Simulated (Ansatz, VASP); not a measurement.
## C in VASP and in Ansatz

File INCAR:

```
PREC = Accurate
ENCUT = 600
EDIFF = 1E-6
ISMEAR = 0
SIGMA = 0.02
LREAL = F
LASPH = T
NELM = 100
ALGO = Normal
ISIF = 3
LWAVE = F
LCHARG = F
GGA = PE
IBRION = 2
NSW = 100
EDIFFG = -0.01
```

File KPOINTS:

```
Automatic mesh
0
Gamma
  18 18 6
```

POSCAR

```
C
1.0
    0.6396283620     -3.9092636271      0.0000000000
    0.6396283620      3.9092636271      0.0000000000
    0.0000000000      0.0000000000      4.0342024293
C
1
Direct
    0.0000000000      0.0000000000      0.0000000000
```

Input for Ansatz:

```yaml
crystal:
  lattice:
    - [0.639628362, -3.9092636271, 0.0]
    - [0.639628362, 3.9092636271, 0.0]
    - [0.0, 0.0, 4.0342024293]
  atoms:
    - { symbol: C, position: [0.0, 0.0, 0.0] }
basis:
  ecutwfc: 420
kpoints:
  mp_grid: { grid: [18, 18, 6] }
hamiltonian:
  xc: pbe
scf:
  occupations: { method: gaussian, width: 0.02 }
output:
  forces: true
  stress: true
  eigenvalues: true
relax:
  adjacent_minimum: "off"
  f_tol: 0.01
  max_steps: 80
  cell: { stress_tol: 0.05 }
```

Alike in both runs: task relaxation of cell and atoms; functional PBE; k mesh 18 × 18 × 6; occupations gaussian, width 0.02 eV; no spin polarisation.

|  | VASP | Ansatz |
| --- | --- | --- |
| version | VASP 6.6.1 | Ansatz 0.2.0 |
| potentials or method | VASP PAW PBE potentials, release 64 (C), cutoff 600 eV | scalar-relativistic, plane waves, PAW |
| valence electrons in the cell | 4 | 4 |

Ansatz gave:

- relaxed volume (Å³/atom): 23.56
- relaxed cell length with the largest relative difference (Å): 4.291

**Question.** Estimate VASP's values.

**Answer.** Relaxed volume (Å³/atom): 22.09; relaxed cell length with the largest relative difference (Å): 4.137.
